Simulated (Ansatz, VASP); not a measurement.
## Ta: VASP beside Ansatz

```
Ta
1.0
    -1.60174    1.65128    1.65128
     1.60174   -1.65128    1.65128
     1.60174    1.65128   -1.65128
Ta
1
Cartesian
  0.0000 0.0000 0.0000
```

Change from the starting cell: strain -0.0300 x Voigt [1, 0, 0, 0, 0, 0], atoms carried along.

Alike in both runs: task single point; functional PBEsol; k mesh 20 × 20 × 20; occupations gaussian, width 0.15 eV; no spin polarisation.

```csv
,VASP,Ansatz
version,VASP 6.6.1,Ansatz 0.2.0
potentials or method,"VASP PAW PBE potentials, release 64 (Ta_pv), cutoff 520 eV","scalar-relativistic, plane waves, PAW"
valence electrons in the cell,11,13
```

Ansatz gave:

* gap on the k mesh at the Fermi level (eV): none
* pressure (GPa): 2.6
* traceless stress, the component that is largest in VASP (GPa): 2.62

Task: Which values does VASP return?

Result: gap on the k mesh at the Fermi level (eV): none; pressure (GPa): 2.8; traceless stress, the component that is largest in VASP (GPa): 2.61.

VASP's potentials were made for PBE, not for PBEsol. A gap of «none» marks a metal or a gap that the smearing closes. VASP's potentials hold 11 valence electrons a cell and Ansatz's 13, so a difference there can come from the potentials and not from the codes.

Neither program's run includes spin-orbit coupling.
